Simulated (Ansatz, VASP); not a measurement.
## One calculation of Ba, two programs

INCAR

```
SYSTEM = Ba
PREC = Accurate
ENCUT = 520
EDIFF = 1E-6
ISMEAR = -1
SIGMA = 0.05
LREAL = .FALSE.
LASPH = .TRUE.
NELM = 80
ALGO = Normal
ISIF = 2
LWAVE = .FALSE.
LCHARG = .TRUE.
GGA = PE
LELF = .TRUE.
LVHAR = .TRUE.
NBANDS = 11
```

The input KPOINTS:

```
Automatic mesh
0
G
  13 13 13
  0 0 0
```

POSCAR

```
Ba
1.0
    3.9169717078      0.0000000000      0.0000000000
    0.0000000000      3.9169717078      0.0000000000
    0.0000000000      0.0000000000      3.9169717078
Ba
1
Direct
    0.0000000000      0.0000000000      0.0000000000
```

Input for Ansatz:

```yaml
crystal:
  lattice:
    - [3.9169717078, 0.0, 0.0]
    - [0.0, 3.9169717078, 0.0]
    - [0.0, 0.0, 3.9169717078]
  atoms:
    - { symbol: Ba, position: [0.0, 0.0, 0.0] }
kpoints:
  mp_grid: { grid: [13, 13, 13] }
scf:
  occupations: { method: fermi_dirac, width: 0.05 }
hamiltonian:
  xc: pbe
  pseudopotentials: { kind: all_electron, lapw: { basis_error: 0.00025 } }
output:
  forces: true
  stress: true
  eigenvalues: true
```

Change from the starting cell: volume scaled by 0.975.

Alike in both runs: task single point; functional PBE; k mesh 13 × 13 × 13; occupations fermi-dirac, width 0.05 eV; no spin polarisation.

```csv
,VASP,Ansatz
version,VASP 6.6.1,Ansatz 0.2.0
potentials or method,"VASP PAW PBE potentials, release 64 (Ba_sv), cutoff 520 eV","all-electron LAPW, scalar-relativistic"
```

VASP gave:

* pressure (GPa): 0.3

Question: Which values does Ansatz return?

Answer: Pressure (GPa): 0.2.

Ansatz ran all-electron here, and VASP with PAW potentials.

Neither program's run includes spin-orbit coupling.
